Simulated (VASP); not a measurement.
# Ga in VASP: a series of runs

Runs on Ga. Level: PBE. Tasks: single point.

All numbers are computed with VASP 6.6.1; they aren't measurements. Logs are shortened: lines on timing, memory, paths and dates and some standing lists are left out, and cuts for length are marked.

### Step 1. The cell of the first run

It takes space group I4/mmm (No. 139, tetragonal). The conventional cell has a = 2.816 Å, b = 2.816 Å, c = 4.605 Å, α = 90.00°, β = 90.00°, γ = 90.00°. Ga (site symmetry 4/mmm) has 12 Ga at 2.82 to 3.04 Å within 3.7 Å.

### Step 2. Single point, PBE (strained)

File INCAR:

```
ALGO     = Fast           # electronic algorithm
EDIFF    = 1E-7           # SCF threshold, eV
ENCUT    = 520            # plane-wave cutoff, eV
GGA      = PE             # functional
ISIF     = 2              # what is computed and relaxed
ISMEAR   = 0              # smearing method
LASPH    = T              # aspherical terms in the spheres
LCHARG   = F              # write CHGCAR
LREAL    = F              # projectors in reciprocal space
LWAVE    = F              # write WAVECAR
NBANDS   = 12             # bands
NELM     = 100            # most SCF steps
PREC     = Accurate       # precision mode
SIGMA    = 0.1            # smearing width, eV
```

File KPOINTS:

```
k-points
0
Gamma
  20 20 20
```

File POSCAR:

```
Ga
1.0
   -1.4082260400      1.4082260400      2.3025792900
    1.4082260400     -1.4082260400      2.3025792900
    1.4082260400      1.4082260400     -2.3025792900
Ga
1
Direct
    0.0000000000      0.0000000000      0.0000000000
```

Potentials or basis: VASP PAW PBE potentials, release 64 (Ga_d).

The run is started by

```bash
$ cat potpaw_PBE.64/Ga_d/POTCAR > POTCAR
$ mpirun -np 1 vasp_std > vasp.out
```

OUTCAR:

```text
EDIFF = 1E-7
   ENCUT = 520
   GGA = PE
   ISIF = 2
   ISMEAR = 0
   LASPH = T
   LREAL = F
   NELM = 100
   PREC = Accurate

 ion  position               nearest neighbor table
   1  0.000  0.000  0.000-

  LATTYP: Found a body centered tetragonal cell.
 ALAT       =     2.8164520800
 C/A-ratio  =     1.6350921121

  Lattice vectors:

 A1 = (  -1.4082260400,   1.4082260400,   2.3025792900)
 A2 = (   1.4082260400,  -1.4082260400,   2.3025792900)
 A3 = (   1.4082260400,   1.4082260400,  -2.3025792900)

Analysis of symmetry for initial positions (statically):
=====================================================================
 Subroutine PRICEL returns:
 Original cell was already a primitive cell.

 Routine SETGRP: Setting up the symmetry group for a
 body centered tetragonal supercell.

 Subroutine GETGRP returns: Found 16 space group operations
 (whereof 16 operations were pure point group operations)
 out of a pool of 16 trial point group operations.

The static configuration has the point symmetry D_4h.

Analysis of symmetry for dynamics (positions and initial velocities):
=====================================================================
 Subroutine PRICEL returns:
 Original cell was already a primitive cell.

 Routine SETGRP: Setting up the symmetry group for a
 body centered tetragonal supercell.

 Subroutine GETGRP returns: Found 16 space group operations
 (whereof 16 operations were pure point group operations)
 out of a pool of 16 trial point group operations.

The dynamic configuration has the point symmetry D_4h.

 Subroutine INISYM returns: Found 16 space group operations
 (whereof 16 operations are pure point group operations),
 and found     1 'primitive' translations

----------------------------------------------------------------------------------------

                                     Primitive cell

  volume of cell :      18.2650

  direct lattice vectors                    reciprocal lattice vectors
    -1.408226040  1.408226040  2.302579290     0.000000000  0.355056636  0.217147788
     1.408226040 -1.408226040  2.302579290     0.355056636  0.000000000  0.217147788
     1.408226040  1.408226040 -2.302579290     0.355056636  0.355056636  0.000000000

  length of vectors
     3.044350924  3.044350924  3.044350924     0.416195118  0.416195118  0.502125910

  position of ions in fractional coordinates (direct lattice)
     0.000000000  0.000000000  0.000000000

  ion indices of the primitive-cell ions
   primitive index   ion index
                 1           1

----------------------------------------------------------------------------------------

 KPOINTS: k-points

Automatic generation of k-mesh.
 Grid dimensions read from file:
 generate k-points for:   20   20   20

 Generating k-lattice:

  Cartesian coordinates                     Fractional coordinates (reciprocal lattice)
     0.000000000  0.017752832  0.010857389     0.050000000  0.000000000  0.000000000
     0.017752832  0.000000000  0.010857389     0.000000000  0.050000000  0.000000000
     0.017752832  0.017752832  0.000000000     0.000000000  0.000000000  0.050000000

  Length of vectors
     0.020809756  0.020809756  0.025106295

  Shift w.r.t. Gamma in fractional coordinates (k-lattice)
     0.000000000  0.000000000  0.000000000

 Subroutine IBZKPT returns following result:
 ===========================================

 Found    641 irreducible k-points:

 Following reciprocal coordinates:
            Coordinates               Weight
  0.000000  0.000000  0.000000      1.000000
  0.050000  0.000000  0.000000      8.000000
  0.100000  0.000000  0.000000      8.000000
  0.150000  0.000000 -0.000000      8.000000
  0.200000  0.000000  0.000000      8.000000
  0.250000  0.000000  0.000000      8.000000
[... 16 lines left out ...]
 -0.400000  0.050000  0.000000     16.000000
 -0.350000  0.050000  0.000000     16.000000
 [... further k-points ...]
   k-points           NKPTS =    641   k-points in BZ     NKDIM =    641   number of bands    NBANDS=     12
   number of dos      NEDOS =    301   number of ions     NIONS =      1
   total plane-waves  NPLWV =  13824
   dimension x,y,z NGX =    24 NGY =   24 NGZ =   24
   dimension x,y,z NGXF=    48 NGYF=   48 NGZF=   48
   ions per type =               1
   NGX,Y,Z   is equivalent  to a cutoff of  13.11, 13.11, 13.11 a.u.
   NGXF,Y,Z  is equivalent  to a cutoff of  26.21, 26.21, 26.21 a.u.
 SYSTEM =  unknown system
   PREC   = accura    normal or accurate (medium, high low for compatibility)
   ISTART =      0    job   : 0-new  1-cont  2-samecut
   ICHARG =      2    charge: 1-file 2-atom 10-const
   ISPIN  =      1    spin polarized calculation?
   LNONCOLLINEAR =      F non collinear calculations
   LSORBIT =      F    spin-orbit coupling
   LASPH  =      T    aspherical Exc in radial PAW
   ENCUT  =  520.0 eV  38.22 Ry    6.18 a.u.   5.66  5.66  5.66*2*pi/ulx,y,z
   NELM   =    100;   NELMIN=  2; NELMDL= -5     # of ELM steps
   EDIFF  = 0.1E-06   stopping-criterion for ELM
   LREAL  =      F    real-space projection
   EDIFFG = 0.1E-05   stopping-criterion for IOM
   NSW    =      0    number of steps for IOM
   IBRION =     -1    ionic relax: 0-MD 1-quasi-New 2-CG
   NFREE  =      0    steps in history (QN), initial steepest desc. (CG)
   ISIF   =      2    stress and relaxation
   ISYM   =      2    0-nonsym 1-usesym 2-fastsym
   POTIM  = 0.5000    time-step for ionic-motion
   TEBEG  =    0.0;   TEEND  =   0.0 temperature during run
   PSTRESS=    0.0 pullay stress
   NELECT =      13.0000    total number of electrons
   NUPDOWN=      -1.0000    fix difference up-down
   EMIN   =  10.00;   EMAX   =-10.00  energy-range for DOS
   EFERMI =   0.00;   METHOD = LEGACY
   ISMEAR =     0;   SIGMA  =   0.10  broadening in eV -4-tet -1-fermi 0-gaus
   EFERMI_NEDOS =   21; number of points for ismear=-14 and -15
   IALGO  =     68    algorithm
   IMIX   =      4    mixing-type and parameters
     AMIX     =   0.40;   BMIX     =  1.00
     AMIX_MAG =   1.60;   BMIX_MAG =  1.00
  volume/ion in A,a.u.               =      18.26       123.26
  Fermi-wavevector in a.u.,A,eV,Ry     =   1.461671  2.762157 29.068587  2.136481
  Thomas-Fermi vector in A             =   2.577975
   LORBIT       =      0    0 simple, 1 ext, 2 COOP (PROOUT), +10 PAW based schemes
   GGA     = PE    functional components
   LHFCALC =     F    Hartree Fock is set to
   AEXX    =    0.0000 exact exchange contribution
   IVDW    =     0    specifies the selected vdW correction
   LEPSILON=     F    determine dielectric tensor
   LRPA    =     F    only Hartree local field effects (RPA)
 non-spin polarized calculation
 RMM-DIIS sequential band-by-band and
 Gauss-broadening in eV      SIGMA  =   0.10
  energy-cutoff  :      520.00
  volume of cell :       18.26
 maximum number of plane-waves:       505
   NGX = 11   NGY = 11   NGZ = 11

 number of electron      12.9999994 magnetization

 Free energy of the ion-electron system (eV)
  ---------------------------------------------------
  ext. energy  EPLUGINS =         0.00000000
  ---------------------------------------------------
  free energy    TOTEN  =        -2.88496286 eV

  energy without entropy =       -2.88298711  energy(sigma->0) =       -2.88397499

 E-fermi :   5.8788     XC(G=0): -11.1797

 val. band max:        5.8750118966   @ k =   0.4000   0.3000   0.1000
 cond. band min:       5.8804655715   @ k =  -0.3500  -0.4500   0.2500
 fundamental gap:      0.0054536749
 Fermi energy:         5.8787859749

 k-point     1 :       0.0000    0.0000    0.0000
  band No.  band energies     occupation
      1      -9.1817      2.00000
      2      -9.0385      2.00000
      3      -9.0271      2.00000
      4      -9.0271      2.00000
      5      -8.8757      2.00000
      6      -5.4358      2.00000
      7      18.3353      0.00000
      8      18.4837      0.00000
      9      18.4837      0.00000
     10      21.9382      0.00000
     11      22.1706      0.00000
     12      22.7653      0.00000

 k-point     2 :       0.0500    0.0000    0.0000
  band No.  band energies     occupation
      1      -9.1776      2.00000
      2      -9.0378      2.00000
      3      -9.0279      2.00000
      4      -9.0244      2.00000
      5      -8.8778      2.00000
      6      -5.3696      2.00000
      7      17.5815      0.00000
      8      18.1239      0.00000
      9      18.4154      0.00000
     10      21.3109      0.00000
     11      22.3270      0.00000
     12      22.9485      0.00000

 k-point     3 :       0.1000    0.0000    0.0000
  band No.  band energies     occupation
      1      -9.1672      2.00000
      2      -9.0416      2.00000
      3      -9.0236      2.00000
      4      -9.0168      2.00000
      5      -8.8833      2.00000
      6      -5.1702      2.00000
      7      15.7520      0.00000
      8      17.5337      0.00000
      9      18.2469      0.00000
     10      20.7997      0.00000
     11      22.0509      0.00000
     12      23.4636      0.00000
[... 286 lines left out ...]
 k-point    23 :      -0.4000    0.0500    0.0000
  band No.  band energies     occupation
      1      -9.1498      2.00000
      2      -9.1279      2.00000
      3      -9.0061      2.00000
      4      -8.8861      2.00000
      5      -8.8454      2.00000
      6      -1.3416      2.00000
      7       4.8464      2.00000
      8      13.9133      0.00000
      9      17.3615      0.00000
     10      18.5341      0.00000
     11      20.7335      0.00000
     12      23.3278      0.00000

 k-point    24 :      -0.3500    0.0500    0.0000
  band No.  band energies     occupation
      1      -9.1371      2.00000
      2      -9.1204      2.00000
      3      -8.9983      2.00000
      4      -8.9017      2.00000
      5      -8.8731      2.00000
      6      -2.3193      2.00000
      7       6.5319      0.00000
      8      14.2184      0.00000
      9      17.4053      0.00000
     10      18.8739      0.00000
     11      21.1948      0.00000
     12      23.2562      0.00000

 [... further k-points ...]

------------------------ aborting loop because EDIFF is reached ----------------------------------------

  FORCE on cell =-STRESS in cart. coord.  units (eV):
  Direction    XX          YY          ZZ          XY          YZ          ZX
  --------------------------------------------------------------------------------------
  -------------------------------------------------------------------------------------
  Total        0.2354509      0.2354509      0.1723749      0.0000000     -0.0000000      0.0000000
  in kB       20.6534042     20.6534042     15.1204736      0.0000000     -0.0000000      0.0000000
  external PRESSURE =      18.8090940 kB  Pullay stress =       0.0000000 kB

 VOLUME and BASIS-vectors are now :
 -----------------------------------------------------------------------------
  energy-cutoff  :      520.00
  volume of cell :       18.26
      direct lattice vectors                 reciprocal lattice vectors
    -1.408226040  1.408226040  2.302579290     0.000000000  0.355056636  0.217147788
     1.408226040 -1.408226040  2.302579290     0.355056636  0.000000000  0.217147788
     1.408226040  1.408226040 -2.302579290     0.355056636  0.355056636  0.000000000

 POSITION                                       TOTAL-FORCE (eV/Angst)
 -----------------------------------------------------------------------------------
      0.00000      0.00000      0.00000        -0.000000     -0.000000      0.000000
 -----------------------------------------------------------------------------------
    total drift:                               -0.000000      0.000000     -0.000000

  FREE ENERGIE OF THE ION-ELECTRON SYSTEM (eV)
  ---------------------------------------------------
  free  energy   TOTEN  =        -2.8849628633 eV

  energy  without entropy=       -2.8829871144  energy(sigma->0) =       -2.88397499
```

Run time: 91 s. Hardware: 1 thread of Intel Xeon Platinum 8488C (Sapphire Rapids), shared host; peak memory 0.24 GiB.

Results:

| Quantity | Value |
| --- | --- |
| Free energy | -2.8850 eV |
| Pressure | 1.9 GPa |

Stress tensor (GPa, compression positive):
```
2.07 0.00 0.00
0.00 2.07 0.00
0.00 0.00 1.51
```

Levels at points of the mesh, in eV from the Fermi level:
```tsv
k point	band 3	band 4	band 5	band 6	band 7	band 8	band 9	band 10
(0.00, 0.00, 0.00)	-14.91	-14.91	-14.75	-11.31	12.46	12.60	12.60	16.06
(0.50, 0.00, 0.00)	-14.89	-14.74	-14.70	-4.93	-4.11	8.03	11.91	12.01
(0.50, 0.50, 0.00)	-14.75	-14.74	-14.62	-2.02	-1.22	3.81	4.96	7.84
(0.50, 0.50, 0.50)	-14.71	-14.71	-14.70	-4.25	-3.71	6.75	6.75	9.91
```

Caveat: the cell differs from its parent crystal (strained).

### Step 3. Single point, PBE (strained)

File INCAR:

```
ALGO = Fast
EDIFF = 1E-7
ENCUT = 520
GGA = PE
ISIF = 2
ISMEAR = 0
LASPH = True
LCHARG = True
LELF = True
LREAL = False
LVHAR = True
LWAVE = False
NBANDS = 12
NELM = 80
PREC = Accurate
SIGMA = 0.1
```

File KPOINTS:

```
k-points
0
Gamma
  18 18 18
```

File POSCAR:

```
Ga
1.0
   -1.4207216400      1.4207216400      2.3247355500
    1.4207216400     -1.4207216400      2.3247355500
    1.4236419600      1.4236419600     -2.3247355500
Ga
1
Direct
    0.0000000000      0.0000000000      0.0000000000
```

Potentials or basis: VASP PAW PBE potentials, release 64 (Ga_d).

The run is started by

```bash
$ cat potpaw_PBE.64/Ga_d/POTCAR > POTCAR
$ mpirun -np 1 vasp_std > vasp.out
```

Run time: 1.9 min. Hardware: 1 thread of Intel Xeon Platinum 8488C (Sapphire Rapids), shared host; peak memory 0.29 GiB.

It converged, with:

| Item | Value |
| --- | --- |
| Free energy | -2.8889 eV |
| Pressure | 0.2 GPa |

Stress tensor (GPa, compression positive):
```
 0.66 -0.06  0.00
-0.06  0.66  0.00
 0.00  0.00 -0.64
```

Levels at points of the mesh, in eV from the Fermi level:
```tsv
k point	band 2	band 3	band 4	band 5	band 6	band 7	band 8	band 9	band 10	band 11
(0.00, 0.00, 0.00)	-14.84	-14.83	-14.83	-14.69	-11.04	12.16	12.32	12.33	15.83	16.17
(0.50, 0.00, 0.00)	-14.94	-14.82	-14.68	-14.64	-4.86	-3.91	7.89	11.65	11.86	15.55
(0.50, 0.50, 0.00)	-15.00	-14.69	-14.68	-14.56	-1.87	-1.24	3.77	4.91	7.71	7.99
(0.00, 0.00, 0.50)	-15.00	-14.69	-14.68	-14.56	-1.90	-1.28	3.80	4.95	7.75	8.02
(0.50, 0.50, 0.50)	-15.00	-14.65	-14.65	-14.64	-4.20	-3.52	6.66	6.67	9.83	10.56
```

Caveat: the cell differs from its parent crystal (strained).
